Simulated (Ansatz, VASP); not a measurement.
**One calculation of InP, two programs**

POSCAR

```
InP
1.0
    0.0000000000      2.9305000000      2.9305000000
    2.9305000000      0.0000000000      2.9305000000
    2.9305000000      2.9305000000      0.0000000000
In P
1 1
Direct
    0.0000000000      0.0000000000      0.0000000000
    0.7500000000      0.7500000000      0.7500000000
```

INCAR.step1

```
SYSTEM = InP
PREC = Accurate ; ENCUT = 520
EDIFF = 1E-5 ; ISMEAR = -1
SIGMA = 0.05 ; LREAL = .FALSE.
LASPH = .TRUE. ; NELM = 60
ALGO = Normal ; ISIF = 2
LWAVE = .TRUE. ; LCHARG = .FALSE.
NBANDS = 16 ; GGA = PE
```

File INCAR.step2:

```
SYSTEM = InP
PREC = Accurate ; ENCUT = 520
EDIFF = 1E-7 ; ISMEAR = -1
SIGMA = 0.05 ; LREAL = .FALSE.
LASPH = .TRUE. ; NELM = 60
ALGO = Normal ; ISIF = 2
LWAVE = .FALSE. ; LCHARG = .FALSE.
GGA = PE ; LHFCALC = .TRUE.
AEXX = 0.25 ; HFSCREEN = 0.3
PRECFOCK = Normal ; NBANDS = 16
ISTART = 1
```

Contents of KPOINTS:

```
regular mesh
0
G
  4 4 4
  0 0 0
```

input.yaml

```yaml
crystal:
  lattice:
    - [0.0, 2.9305, 2.9305]
    - [2.9305, 0.0, 2.9305]
    - [2.9305, 2.9305, 0.0]
  atoms:
    - { symbol: In, position: [0.0, 0.0, 0.0] }
    - { symbol: P, position: [0.75, 0.75, 0.75] }
hamiltonian:
  xc: { exchange: pbe, correlation: pbe, exx: { coeff: 0.25, omega: 0.3 } }
  pseudopotentials: { kind: paw }
kpoints:
  mp_grid: { grid: [4, 4, 4] }
  band_path:
    path:
      - [[0.0, 0.0, 0.0], [0.5, 0.0, 0.5], [0.5, 0.25, 0.75], [0.375, 0.375, 0.75], [0.0, 0.0, 0.0], [0.5, 0.5, 0.5], [0.625, 0.25, 0.625], [0.5, 0.25, 0.75], [0.5, 0.5, 0.5], [0.375, 0.375, 0.75]]
      - [[0.625, 0.25, 0.625], [0.5, 0.0, 0.5]]
    npoints: 4
scf:
  occupations: { method: fermi_dirac, width: 0.05 }
  n_extra_bands: 6
output:
  forces: true
  stress: true
  eigenvalues: true
  fatbands: false
```

Alike in both runs: functional PBE-based screened hybrid; k mesh 4 × 4 × 4; occupations fermi-dirac, width 0.05 eV; no spin polarisation.

|  | VASP | Ansatz |
| --- | --- | --- |
| version | VASP 6.6.1 | Ansatz 0.2.0 |
| potentials or method | VASP PAW PBE potentials, release 64 (In_d, P) | Ansatz PAW |
| plane-wave cutoff (eV) | 520 | 420 |
| valence electrons in the cell | 18 | 18 |
| task | single point | band structure |

Ansatz gave:

- gap on the k mesh at the Fermi level (eV): 1.36
- least direct gap on the mesh (eV): 1.36
- pressure (GPa): 2.0

What did VASP give for the same quantities?

gap on the k mesh at the Fermi level (eV): 1.35; least direct gap on the mesh (eV): 1.35; pressure (GPa): 1.8.

VASP's potentials were made for PBE, not for PBE-based screened hybrid.

The k mesh is coarse, so the values compare programs but aren't converged.
